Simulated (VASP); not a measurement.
Runs of VASP 6.6.1 on LiAu6. Symmetry: Fm-3m, No. 225, cubic system. The conventional cell has a = 8.040 Å, b = 8.040 Å, c = 8.040 Å, α = 90.00°, β = 90.00°, γ = 90.00°. Li (site symmetry m-3m) has 12 Au at 2.84 Å within 3.7 Å. Within 3.7 Å of Au (site symmetry mmm) lie 2 Li at 2.84 Å and 8 Au at 2.84 Å. 

```csv
task,cell,k mesh,cutoff (eV),smearing,gap on the mesh (eV),pressure (GPa),relaxed volume (Å³/atom)
relaxation of cell and atoms,relaxed,8 × 8 × 8,600,fermi-dirac 0.15 eV,none,0.0,18.54
relaxation of cell and atoms,relaxed,8 × 8 × 8,600,gaussian 0.1 eV,none,0.0,(a)
single point,as given,8 × 8 × 8,520,fermi-dirac 0.15 eV,none,-,-
single point,as given,4 × 4 × 4,520,gaussian 0.1 eV,none,-,-
single point,as given,8 × 8 × 8,520,gaussian 0.1 eV,none,-,-
```

Alike in all rows: level PBE; potentials or basis VASP PAW PBE potentials, release 64 (Li_sv, Au); no spin polarisation.

**Question.** Estimate the missing entries.

**Answer.** (a) 18.53.

Caveats: the cutoff is under 1.25 times the usual one of these potentials, so pressure, stress and relaxed cells hold a basis-set (Pulay) error; spin-orbit coupling is left out, which moves the levels of the heavy elements.

A k mesh can miss the band edges, and the runs leave out spin-orbit coupling on Au.

A gap of «none» marks levels without a gap at the run's occupations.
